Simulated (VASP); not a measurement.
# Bi (Fd-3m) in VASP: a series of runs, part 2 of 3

VASP 6.6.1. Earlier steps stand in the parts before.

### Step 3. Single point, revPBE (49.74 Å³/atom)

This run uses another cell than the first one, of 49.74 Å³/atom.

The input, INCAR:

```
PREC = Accurate
ENCUT = 520
EDIFF = 1E-6
ISMEAR = -1
SIGMA = 0.1
LREAL = False
LASPH = True
NELM = 80
ALGO = Normal
ISIF = 2
LWAVE = False
LCHARG = True
GGA = RE
LELF = True
LVHAR = True
NBANDS = 22
```

The input, KPOINTS:

```
Automatic mesh
0
Gamma
  9 9 9
```

The input, POSCAR:

```
Bi
1.0
    0.0000000000      3.6776112808      3.6776112808
    3.6776112808      0.0000000000      3.6776112808
    3.6776112808      3.6776112808      0.0000000000
Bi
2
Direct
    0.1250000000      0.1250000000      0.1250000000
    0.8750000000      0.8750000000      0.8750000000
```

Potentials or basis: VASP PAW PBE potentials, release 64 (Bi_d).

Run with:

```console
$ cat potpaw_PBE.64/Bi_d/POTCAR > POTCAR
$ mpirun -np 1 vasp_std > vasp.out
```

OUTCAR:

```text
PREC = Accurate
   ENCUT = 520
   EDIFF = 1E-6
   ISMEAR = -1
   LREAL = False
   LASPH = True
   NELM = 80
   ISIF = 2
   GGA = RE

 ion  position               nearest neighbor table
   1  0.125  0.125  0.125-   2 3.18   2 3.18   2 3.18   2 3.18
   2  0.875  0.875  0.875-   1 3.18   1 3.18   1 3.18   1 3.18

  LATTYP: Found a face centered cubic cell.
 ALAT       =     7.3552225616

  Lattice vectors:

 A1 = (   0.0000000000,   3.6776112808,   3.6776112808)
 A2 = (   3.6776112808,   0.0000000000,   3.6776112808)
 A3 = (   3.6776112808,   3.6776112808,   0.0000000000)

Analysis of symmetry for initial positions (statically):
=====================================================================
 Subroutine PRICEL returns:
 Original cell was already a primitive cell.

 Routine SETGRP: Setting up the symmetry group for a
 face centered cubic supercell.

 Subroutine GETGRP returns: Found 48 space group operations
 (whereof 12 operations were pure point group operations)
 out of a pool of 48 trial point group operations.

The static configuration has the point symmetry D_3d.
 The point group associated with its full space group is O_h .

Analysis of symmetry for dynamics (positions and initial velocities):
=====================================================================
 Subroutine PRICEL returns:
 Original cell was already a primitive cell.

 Routine SETGRP: Setting up the symmetry group for a
 face centered cubic supercell.

 Subroutine GETGRP returns: Found 48 space group operations
 (whereof 12 operations were pure point group operations)
 out of a pool of 48 trial point group operations.

The dynamic configuration has the point symmetry D_3d.
 The point group associated with its full space group is O_h .

 Subroutine INISYM returns: Found 48 space group operations
 (whereof 12 operations are pure point group operations),
 and found     1 'primitive' translations

----------------------------------------------------------------------------------------

                                     Primitive cell

  volume of cell :      99.4781

  direct lattice vectors                    reciprocal lattice vectors
     0.000000000  3.677611281  3.677611281    -0.135957817  0.135957817  0.135957817
     3.677611281  0.000000000  3.677611281     0.135957817 -0.135957817  0.135957817
     3.677611281  3.677611281  0.000000000     0.135957817  0.135957817 -0.135957817

  length of vectors
     5.200927750  5.200927750  5.200927750     0.235485846  0.235485846  0.235485846

  position of ions in fractional coordinates (direct lattice)
     0.125000000  0.125000000  0.125000000
     0.875000000  0.875000000  0.875000000

  ion indices of the primitive-cell ions
   primitive index   ion index
                 1           1
                 2           2

----------------------------------------------------------------------------------------

 KPOINTS: Automatic mesh

Automatic generation of k-mesh.
 Grid dimensions read from file:
 generate k-points for:    9    9    9

 Generating k-lattice:

  Cartesian coordinates                     Fractional coordinates (reciprocal lattice)
    -0.015106424  0.015106424  0.015106424     0.111111111  0.000000000  0.000000000
     0.015106424 -0.015106424  0.015106424     0.000000000  0.111111111  0.000000000
     0.015106424  0.015106424 -0.015106424     0.000000000  0.000000000  0.111111111

  Length of vectors
     0.026165094  0.026165094  0.026165094

  Shift w.r.t. Gamma in fractional coordinates (k-lattice)
     0.000000000  0.000000000  0.000000000

 Subroutine IBZKPT returns following result:
 ===========================================

 Found     35 irreducible k-points:

 Following reciprocal coordinates:
            Coordinates               Weight
  0.000000  0.000000  0.000000      1.000000
  0.111111  0.000000  0.000000      8.000000
  0.222222  0.000000  0.000000      8.000000
  0.333333  0.000000  0.000000      8.000000
  0.444444  0.000000  0.000000      8.000000
  0.111111  0.111111  0.000000      6.000000
[... 16 lines left out ...]
 -0.333333  0.333333  0.000000     12.000000
  0.444444  0.444444  0.000000      6.000000
 [... further k-points ...]
   k-points           NKPTS =     35   k-points in BZ     NKDIM =     35   number of bands    NBANDS=     22
   number of dos      NEDOS =    301   number of ions     NIONS =      2
   total plane-waves  NPLWV =  64000
   dimension x,y,z NGX =    40 NGY =   40 NGZ =   40
   dimension x,y,z NGXF=    80 NGYF=   80 NGZF=   80
   ions per type =               2
   NGX,Y,Z   is equivalent  to a cutoff of  12.79, 12.79, 12.79 a.u.
   NGXF,Y,Z  is equivalent  to a cutoff of  25.57, 25.57, 25.57 a.u.
 SYSTEM =  unknown system
   PREC   = accura    normal or accurate (medium, high low for compatibility)
   ISTART =      0    job   : 0-new  1-cont  2-samecut
   ICHARG =      2    charge: 1-file 2-atom 10-const
   ISPIN  =      1    spin polarized calculation?
   LNONCOLLINEAR =      F non collinear calculations
   LSORBIT =      F    spin-orbit coupling
   LASPH  =      T    aspherical Exc in radial PAW
   ENCUT  =  520.0 eV  38.22 Ry    6.18 a.u.   9.67  9.67  9.67*2*pi/ulx,y,z
   NELM   =     80;   NELMIN=  2; NELMDL= -5     # of ELM steps
   EDIFF  = 0.1E-05   stopping-criterion for ELM
   LREAL  =      F    real-space projection
[... 7 lines left out ...]
   TEBEG  =    0.0;   TEEND  =   0.0 temperature during run
   PSTRESS=    0.0 pullay stress
   NELECT =      30.0000    total number of electrons
   NUPDOWN=      -1.0000    fix difference up-down
   EMIN   =  10.00;   EMAX   =-10.00  energy-range for DOS
   EFERMI =   0.00;   METHOD = LEGACY
   ISMEAR =    -1;   SIGMA  =   0.10  broadening in eV -4-tet -1-fermi 0-gaus
   EFERMI_NEDOS =   21; number of points for ismear=-14 and -15
   IALGO  =     38    algorithm
   IMIX   =      4    mixing-type and parameters
     AMIX     =   0.40;   BMIX     =  1.00
     AMIX_MAG =   1.60;   BMIX_MAG =  1.00
  volume/ion in A,a.u.               =      49.74       335.66
  Fermi-wavevector in a.u.,A,eV,Ry     =   1.097841  2.074619 16.398487  1.205255
  Thomas-Fermi vector in A             =   2.234208
   LORBIT       =      0    0 simple, 1 ext, 2 COOP (PROOUT), +10 PAW based schemes
   GGA     = RE    functional components
   LHFCALC =     F    Hartree Fock is set to
   AEXX    =    0.0000 exact exchange contribution
   IVDW    =     0    specifies the selected vdW correction
   LEPSILON=     F    determine dielectric tensor
   LRPA    =     F    only Hartree local field effects (RPA)
 non-spin polarized calculation
  energy-cutoff  :      520.00
  volume of cell :       99.48
 maximum number of plane-waves:      2733
   NGX = 19   NGY = 19   NGZ = 19

 number of electron      30.0000003 magnetization

 Free energy of the ion-electron system (eV)
  ---------------------------------------------------
  ext. energy  EPLUGINS =         0.00000000
  ---------------------------------------------------
  free energy    TOTEN  =        -6.85617922 eV

  energy without entropy =       -6.82052029  energy(sigma->0) =       -6.83834975

 E-fermi :   3.4048     XC(G=0):  -7.5905

 val. band max:        3.3216949286   @ k =  -0.4444   0.4444   0.1111
 cond. band min:       3.4184096442   @ k =  -0.4444   0.4444   0.0000
 fundamental gap:      0.0967147156
 Fermi energy:         3.4048469779

 k-point     1 :       0.0000    0.0000    0.0000
  band No.  band energies     occupation
      1     -19.3841      2.00000
      2     -19.3841      2.00000
      3     -19.3841      2.00000
      4     -19.3495      2.00000
      5     -19.3495      2.00000
      6     -19.2065      2.00000
[... 14 lines left out ...]
     21      10.2848      0.00000
     22      10.8706      0.00000

 k-point     2 :       0.1111    0.0000    0.0000
  band No.  band energies     occupation
      1     -19.3878      2.00000
      2     -19.3878      2.00000
      3     -19.3823      2.00000
      4     -19.3443      2.00000
      5     -19.3443      2.00000
      6     -19.2138      2.00000
[... 14 lines left out ...]
     21       9.8272      0.00000
     22      10.5630      0.00000
[... 523 lines left out ...]
     21      10.7850      0.00000
     22      12.0050      0.00000

 k-point    24 :       0.4444    0.4444    0.0000
  band No.  band energies     occupation
      1     -19.4100      2.00000
      2     -19.4100      2.00000
      3     -19.3477      2.00000
      4     -19.3184      2.00000
      5     -19.2900      2.00000
      6     -19.2651      2.00000
[... 14 lines left out ...]
     21      12.0224      0.00000
     22      12.1119      0.00000

 [... further k-points ...]

------------------------ aborting loop because EDIFF is reached ----------------------------------------

  FORCE on cell =-STRESS in cart. coord.  units (eV):
  Direction    XX          YY          ZZ          XY          YZ          ZX
  --------------------------------------------------------------------------------------
  -------------------------------------------------------------------------------------
  Total       -0.0392986     -0.0392986     -0.0392986     -0.0000000      0.0000000      0.0000000
  in kB       -0.6329358     -0.6329358     -0.6329358     -0.0000000      0.0000000      0.0000000
  external PRESSURE =      -0.6329358 kB  Pullay stress =       0.0000000 kB

 VOLUME and BASIS-vectors are now :
 -----------------------------------------------------------------------------
  energy-cutoff  :      520.00
  volume of cell :       99.48
      direct lattice vectors                 reciprocal lattice vectors
     0.000000000  3.677611281  3.677611281    -0.135957817  0.135957817  0.135957817
     3.677611281  0.000000000  3.677611281     0.135957817 -0.135957817  0.135957817
     3.677611281  3.677611281  0.000000000     0.135957817  0.135957817 -0.135957817

 POSITION                                       TOTAL-FORCE (eV/Angst)
 -----------------------------------------------------------------------------------
      0.91940      0.91940      0.91940        -0.000000     -0.000000     -0.000000
      6.43582      6.43582      6.43582         0.000000      0.000000      0.000000
 -----------------------------------------------------------------------------------
    total drift:                                0.000000      0.000000     -0.000000

  FREE ENERGIE OF THE ION-ELECTRON SYSTEM (eV)
  ---------------------------------------------------
  free  energy   TOTEN  =        -6.8561792157 eV

  energy  without entropy=       -6.8205202922  energy(sigma->0) =       -6.83834975
```

stdout:

```text
POSCAR found type information on POSCAR Bi
 POSCAR found :  1 types and       2 ions
 scaLAPACK will be used
 -----------------------------------------------------------------------------
|                                                                             |
|                                                                             |
|     You enforced a specific xc type in the INCAR file but a different       |
|     I HOPE YOU KNOW WHAT YOU ARE DOING!                                     |
|                                                                             |
 -----------------------------------------------------------------------------

 LDA part: xc-table for (Slater+PW92), standard interpolation
 POSCAR, INCAR and KPOINTS ok, starting setup
 FFT: planning ... GRIDC
 FFT: planning ... GRID_SOFT
 FFT: planning ... GRID
 WAVECAR not read
 entering main loop
```

Run time: 92 s. Hardware: 1 thread of Intel Xeon 8259CL, shared host; peak memory 0.26 GiB.

Results:

- Free energy: -6.8562 eV
- Pressure: -0.1 GPa
- Band gap on the k mesh: zero (bands 15 and 16 overlap by 0.51 eV)

Caveat: the PAW data sets were made with another functional, which shifts forces and pressure a little; spin-orbit coupling is left out, which moves the levels of the heavy elements.

### Step 4. Single point, revPBE (51.73 Å³/atom)

This run uses another cell than the first one, of 51.73 Å³/atom.

The input, INCAR:

```
PREC     = Accurate       # precision mode
ENCUT    = 520            # plane-wave cutoff, eV
EDIFF    = 1E-7           # SCF threshold, eV
ISMEAR   = -1             # smearing method
SIGMA    = 0.1            # smearing width, eV
LREAL    = False          # projectors in reciprocal space
LASPH    = True           # aspherical terms in the spheres
NELM     = 60             # most SCF steps
ALGO     = Normal         # electronic algorithm
ISIF     = 2              # what is computed and relaxed
LWAVE    = False          # write WAVECAR
LCHARG   = False          # write CHGCAR
GGA      = RE             # functional
NBANDS   = 22             # bands
```

KPOINTS is that of step 3.

The input, POSCAR:

```
Bi
1.0
    0.0000000000      3.7260064527      3.7260064527
    3.7260064527      0.0000000000      3.7260064527
    3.7260064527      3.7260064527      0.0000000000
Bi
2
Direct
    0.1250000000      0.1250000000      0.1250000000
    0.8750000000      0.8750000000      0.8750000000
```

Potentials or basis: VASP PAW PBE potentials, release 64 (Bi_d).

Run with:

```console
$ cat potpaw_PBE.64/Bi_d/POTCAR > POTCAR
$ mpirun -np 1 vasp_std > vasp.out
```

OUTCAR:

```text
PREC = Accurate
   ENCUT = 520
   EDIFF = 1E-7
   ISMEAR = -1
   LREAL = False
   LASPH = True
   NELM = 60
   ISIF = 2
   GGA = RE

 ion  position               nearest neighbor table
   1  0.125  0.125  0.125-   2 3.23   2 3.23   2 3.23   2 3.23
   2  0.875  0.875  0.875-   1 3.23   1 3.23   1 3.23   1 3.23

  LATTYP: Found a face centered cubic cell.
 ALAT       =     7.4520129054

  Lattice vectors:

 A1 = (   0.0000000000,   3.7260064527,   3.7260064527)
 A2 = (   3.7260064527,   0.0000000000,   3.7260064527)
 A3 = (   3.7260064527,   3.7260064527,   0.0000000000)

Analysis of symmetry for initial positions (statically):
=====================================================================
 Subroutine PRICEL returns:
 Original cell was already a primitive cell.

 Routine SETGRP: Setting up the symmetry group for a
 face centered cubic supercell.

 Subroutine GETGRP returns: Found 48 space group operations
 (whereof 12 operations were pure point group operations)
 out of a pool of 48 trial point group operations.

The static configuration has the point symmetry D_3d.
 The point group associated with its full space group is O_h .

Analysis of symmetry for dynamics (positions and initial velocities):
=====================================================================
 Subroutine PRICEL returns:
 Original cell was already a primitive cell.

 Routine SETGRP: Setting up the symmetry group for a
 face centered cubic supercell.

 Subroutine GETGRP returns: Found 48 space group operations
 (whereof 12 operations were pure point group operations)
 out of a pool of 48 trial point group operations.

The dynamic configuration has the point symmetry D_3d.
 The point group associated with its full space group is O_h .

 Subroutine INISYM returns: Found 48 space group operations
[... 108 lines left out ...]
   NELECT =      30.0000    total number of electrons
   NUPDOWN=      -1.0000    fix difference up-down
   EMIN   =  10.00;   EMAX   =-10.00  energy-range for DOS
   EFERMI =   0.00;   METHOD = LEGACY
   ISMEAR =    -1;   SIGMA  =   0.10  broadening in eV -4-tet -1-fermi 0-gaus
   EFERMI_NEDOS =   21; number of points for ismear=-14 and -15
   IALGO  =     38    algorithm
   IMIX   =      4    mixing-type and parameters
     AMIX     =   0.40;   BMIX     =  1.00
     AMIX_MAG =   1.60;   BMIX_MAG =  1.00
  volume/ion in A,a.u.               =      51.73       349.08
  Fermi-wavevector in a.u.,A,eV,Ry     =   1.083582  2.047672 15.975270  1.174149
  Thomas-Fermi vector in A             =   2.219651
   LORBIT       =      0    0 simple, 1 ext, 2 COOP (PROOUT), +10 PAW based schemes
   GGA     = RE    functional components
   LHFCALC =     F    Hartree Fock is set to
   AEXX    =    0.0000 exact exchange contribution
   IVDW    =     0    specifies the selected vdW correction
   LEPSILON=     F    determine dielectric tensor
   LRPA    =     F    only Hartree local field effects (RPA)
 non-spin polarized calculation
  energy-cutoff  :      520.00
  volume of cell :      103.46
 maximum number of plane-waves:      2803
   NGX = 19   NGY = 19   NGZ = 19

 number of electron      30.0000013 magnetization

 Free energy of the ion-electron system (eV)
  ---------------------------------------------------
  ext. energy  EPLUGINS =         0.00000000
  ---------------------------------------------------
  free energy    TOTEN  =        -6.84354921 eV

  energy without entropy =       -6.80832017  energy(sigma->0) =       -6.82593469

 E-fermi :   3.0917     XC(G=0):  -7.4189

 val. band max:        2.9991376105   @ k =  -0.4444   0.4444   0.1111
 cond. band min:       3.1091702182   @ k =  -0.4444   0.4444   0.0000
 fundamental gap:      0.1100326077
 Fermi energy:         3.0917317716

 k-point     1 :       0.0000    0.0000    0.0000
  band No.  band energies     occupation
      1     -19.6653      2.00000
      2     -19.6653      2.00000
      3     -19.6653      2.00000
      4     -19.6351      2.00000
      5     -19.6351      2.00000
      6     -19.5099      2.00000
[... 589 lines left out ...]
     21      11.6334      0.00000
     22      11.6942      0.00000

 [... further k-points ...]

------------------------ aborting loop because EDIFF is reached ----------------------------------------

  FORCE on cell =-STRESS in cart. coord.  units (eV):
  Direction    XX          YY          ZZ          XY          YZ          ZX
  --------------------------------------------------------------------------------------
  -------------------------------------------------------------------------------------
  Total       -0.6556280     -0.6556280     -0.6556280      0.0000000      0.0000000     -0.0000000
  in kB      -10.1533006    -10.1533006    -10.1533006      0.0000000      0.0000000     -0.0000000
  external PRESSURE =     -10.1533006 kB  Pullay stress =       0.0000000 kB

 VOLUME and BASIS-vectors are now :
 -----------------------------------------------------------------------------
  energy-cutoff  :      520.00
  volume of cell :      103.46
      direct lattice vectors                 reciprocal lattice vectors
     0.000000000  3.726006453  3.726006453    -0.134191931  0.134191931  0.134191931
     3.726006453  0.000000000  3.726006453     0.134191931 -0.134191931  0.134191931
     3.726006453  3.726006453  0.000000000     0.134191931  0.134191931 -0.134191931

 POSITION                                       TOTAL-FORCE (eV/Angst)
 -----------------------------------------------------------------------------------
      0.93150      0.93150      0.93150        -0.000000     -0.000000     -0.000000
      6.52051      6.52051      6.52051         0.000000      0.000000      0.000000
 -----------------------------------------------------------------------------------
    total drift:                                0.000000      0.000000     -0.000000

  FREE ENERGIE OF THE ION-ELECTRON SYSTEM (eV)
  ---------------------------------------------------
  free  energy   TOTEN  =        -6.8435492080 eV

  energy  without entropy=       -6.8083201716  energy(sigma->0) =       -6.82593469
```

Wall time 1.9 min (1 thread of Intel Xeon 8259CL, shared host); peak memory 0.26 GiB.

Results:

- Free energy: -6.8435 eV
- Pressure: -1.0 GPa
- Band gap on the k mesh: zero (bands 15 and 16 overlap by 0.45 eV)

Caveat: the PAW data sets were made with another functional, which shifts forces and pressure a little; spin-orbit coupling is left out, which moves the levels of the heavy elements.

(Continued in part 3 of 3.)
